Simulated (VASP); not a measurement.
Wanted: the native input for a VASP 6.6.1 run.

| Quantity | Value |
| --- | --- |
| Task | single point |
| Functional | PBE |
| Potentials or basis | VASP PAW PBE potentials, release 64 (Ga_d, Ge_d, Se) |
| Cutoff | 520 eV |
| k mesh | 12 × 12 × 2 |
| Occupations | gaussian, width 0.01 eV |
| Spin | no spin polarisation |
| Dipole correction | no |
| Further INCAR settings | ALGO = Normal; EDIFF = 1e-06; NBANDS = 63 |

The structure of Ga2GeSe2 lies in POSCAR:

```
Ga2GeSe2
1.0
    3.8953536659      0.0000000000      0.0000000000
   -1.9476768330      3.3734752314      0.0000000000
    0.0000000000      0.0000000000     20.9775191038
Ga Ge Se
4 2 4
Direct
    0.6666666667      0.3333333333      0.6386511238
    0.3333333333      0.6666666667      0.3613488762
    0.0000000000      0.0000000000      0.0587111338
    0.0000000000      0.0000000000      0.9412888662
    0.3333333333      0.6666666667      0.4787094060
    0.6666666667      0.3333333333      0.5212905940
    0.0000000000      0.0000000000      0.3075862851
    0.0000000000      0.0000000000      0.6924137149
    0.6666666667      0.3333333333      0.8873188996
    0.3333333333      0.6666666667      0.1126811004
```

These files were run (other wordings do the same):

INCAR

```
PREC = Accurate ; ENCUT = 520
EDIFF = 1E-6 ; ISMEAR = 0
SIGMA = 0.01 ; LREAL = False
LASPH = True ; NELM = 60
ALGO = Normal ; ISIF = 2
LWAVE = False ; LCHARG = False
GGA = PE ; NBANDS = 63
```

KPOINTS

```
regular mesh
0
Gamma
  12 12 2
```

Potentials or basis: VASP PAW PBE potentials, release 64 (Ga_d, Ge_d, Se).

Run with:

```console
$ cat potpaw_PBE.64/Ga_d/POTCAR potpaw_PBE.64/Ge_d/POTCAR potpaw_PBE.64/Se/POTCAR > POTCAR
$ mpirun -np 1 vasp_std > vasp.out
```

Results of the run:

```
Pressure               : 0.1 GPa
Largest force          : 0.023 eV/Å
Band gap on the k mesh : 0.28 eV
```

Caveat: this functional lacks dispersion, which binds the layers, so the pressure and a relaxed spacing across them are unreliable.

Wall time 15 min on 1 thread of Oxide Virtual Turin-like Processor (shared host), peak memory 0.7 GiB.
